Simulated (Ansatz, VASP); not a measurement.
Te in VASP and in Ansatz

```
CELL_PARAMETERS angstrom
4.48752 0.00000 0.00000
-2.24376 3.88631 0.00000
0.00000 0.00000 5.96424
ATOMIC_POSITIONS crystal
Te 0.74500 0.00000 0.33333
Te 0.00000 0.74500 0.66667
Te 0.25500 0.25500 0.00000
```

Change from the starting cell: volume scaled by 1.02, PAW files.

Alike in both runs: task electric field gradients; functional PBE; k mesh 9 × 9 × 6; occupations fermi-dirac, width 0.08 eV; no spin polarisation.

```csv
,VASP,Ansatz
version,VASP 6.6.1,Ansatz 0.2.0
potentials or method,"VASP PAW PBE potentials, release 64 (Te)","PAW with Ansatz's default frozen-core files, scalar-relativistic"
plane-wave cutoff (eV),520,420
valence electrons in the cell,18,48
```

|  | VASP | Ansatz | Ansatz less VASP |
| --- | --- | --- | --- |
| pressure (GPa) | 2.1 | 2.1 | -0.03 |
| traceless stress, the component that is largest in VASP (GPa) | 0.40 | 0.37 | -0.031 |
| rms of the force components (eV/Å) | 0.285 | 0.275 | -0.0095 |
| size of Vzz on the site where it differs most (V/Å²) | 570.0 | 598.8 | +28.81 |

Atom by atom the forces differ by 0.009 eV/Å (rms over components). VASP's potentials hold 18 valence electrons a cell and Ansatz's 48, so a difference there can come from the potentials and not from the codes.

Neither program's run includes spin-orbit coupling.
